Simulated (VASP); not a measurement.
Here is a VASP 6.6.1 calculation.

File INCAR:

```
SYSTEM = AlN
PREC = Accurate
ENCUT = 520
EDIFF = 1E-7
ISMEAR = -1
SIGMA = 0.1
LREAL = .FALSE.
LASPH = .TRUE.
NELM = 80
ALGO = Normal
ISIF = 2
LWAVE = .FALSE.
LCHARG = .FALSE.
GGA = PS
NBANDS = 11
```

The input KPOINTS:

```
Automatic mesh
0
G
  17 17 17
  0 0 0
```

File POSCAR:

```
AlN
1.0
    0.0000000000      1.7430335826      1.7430335826
    1.7430335826      0.0000000000      1.7430335826
    1.7430335826      1.7430335826      0.0000000000
Al N
1 1
Direct
    0.0000000000      0.0000000000      0.0000000000
    0.5000000000      0.5000000000      0.5000000000
```

Potentials or basis: VASP PAW PBE potentials, release 64 (Al, N).

Launch:

```console
$ cat potpaw_PBE.64/Al/POTCAR potpaw_PBE.64/N/POTCAR > POTCAR
$ mpirun -np 1 vasp_std > vasp.out
```

**Question.** Predict the pressure.

**Answer.** 281.2 GPa.

**Question.** Estimate the band gap on the k mesh.

**Answer.** 3.85 eV, indirect (least direct gap 7.98 eV).

Caveat: the PAW data sets were made with another functional, which shifts forces and pressure a little. A k mesh can miss the band edges.
